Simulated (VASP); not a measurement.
The system is GaSeS2.

```
CELL_PARAMETERS angstrom
4.18227 0.00000 0.00000
0.00000 4.18227 0.00000
0.00000 0.00000 5.90270
ATOMIC_POSITIONS crystal
Ga 0.00000 0.00000 0.00000
Se 0.50000 0.50000 0.50000
S 0.00000 0.50000 0.25039
S 0.50000 0.00000 0.74961
```

| Property | Result |
| --- | --- |
| Program | VASP 6.6.1 |
| Task | relaxation of cell and atoms |
| Functional | PBE |
| Potentials or basis | VASP PAW PBE potentials, release 64 (Ga_d, Se, S) |
| Cutoff | 600 eV |
| k mesh | 4 × 4 × 4 |
| Occupations | gaussian, width 0.1 eV |
| Spin | no spin polarisation |

At the start: pressure 1.7 GPa; volume 25.81 Å³/atom.

Q: Where does the relaxation end?

A: Over 30 steps the energy falls by 334.6 meV/atom and the volume is 22.65 Å³/atom (-12.2 %); space group P-4m2 (No. 115, to 0.05 Å).

Step by step:
| step | energy change (eV) | largest force (eV/Å) | pressure (GPa) | volume (Å³) |
| --- | --- | --- | --- | --- |
| 1 | 0.0000 | 0.5023 | 1.69 | 103.25 |
| 2 | -0.0412 | 0.3441 | -0.12 | 107.37 |
| 3 | -0.0432 | 0.2974 | -0.67 | 108.72 |
| 4 | -0.0597 | 0.3084 | -0.63 | 108.06 |
| 5 | -0.0986 | 0.2715 | -0.44 | 106.06 |
| 6 | -0.0879 | 0.0577 | 0.54 | 102.09 |
| 7 | -0.1103 | 0.1828 | -0.14 | 104.49 |
| 8 | -0.1262 | 0.1910 | -0.05 | 103.90 |
| 9 | -0.1768 | 0.0943 | 0.35 | 102.12 |
| 10 | -0.2230 | 0.3656 | 1.82 | 98.58 |
| 11 | -0.2306 | 0.4090 | 1.86 | 98.45 |
| 12 | -0.2486 | 0.5724 | 2.05 | 98.05 |
| 13 | -0.2473 | 1.0499 | 2.76 | 97.22 |
| 14 | -0.2552 | 0.7753 | 2.34 | 97.67 |
| 15 | -0.2805 | 0.7941 | 2.10 | 98.00 |
| 16 | -0.3528 | 0.8548 | 1.54 | 98.95 |
| 17 | -0.4781 | 0.9609 | 0.51 | 100.81 |
| 18 | -0.6571 | 1.0811 | -1.32 | 104.30 |
| 19 | -0.7484 | 0.9833 | -3.94 | 110.39 |
| 20 | -0.7560 | 1.0653 | -3.25 | 108.50 |
| 21 | -0.9000 | 1.0170 | -3.11 | 106.13 |
| 22 | -1.0330 | 0.8950 | -2.80 | 102.59 |
| 23 | -0.9344 | 0.3738 | -1.53 | 94.90 |
| 24 | -1.0635 | 0.7784 | -2.60 | 100.51 |
| 25 | -1.1754 | 0.8883 | -1.08 | 96.28 |
| 26 | -1.2471 | 1.0047 | 2.37 | 89.63 |
| 27 | -1.3126 | 0.4856 | 1.68 | 89.28 |
| 28 | -1.3283 | 0.0467 | 1.25 | 88.97 |
| 29 | -1.3285 | 0.0849 | 1.28 | 89.00 |
| 30 | -1.3383 | 0.0294 | 0.01 | 90.60 |

Final structure:
```
CELL_PARAMETERS angstrom
3.52013 0.00000 0.00000
0.00000 3.52013 0.00000
0.00000 0.00000 7.31157
ATOMIC_POSITIONS crystal
Ga 0.00000 0.00000 0.00000
Se 0.50000 0.50000 0.50000
S 0.00000 0.50000 0.20213
S 0.50000 0.00000 0.79787
```

Caveat: the k points lie up to 0.45 Å⁻¹ apart in the final cell.
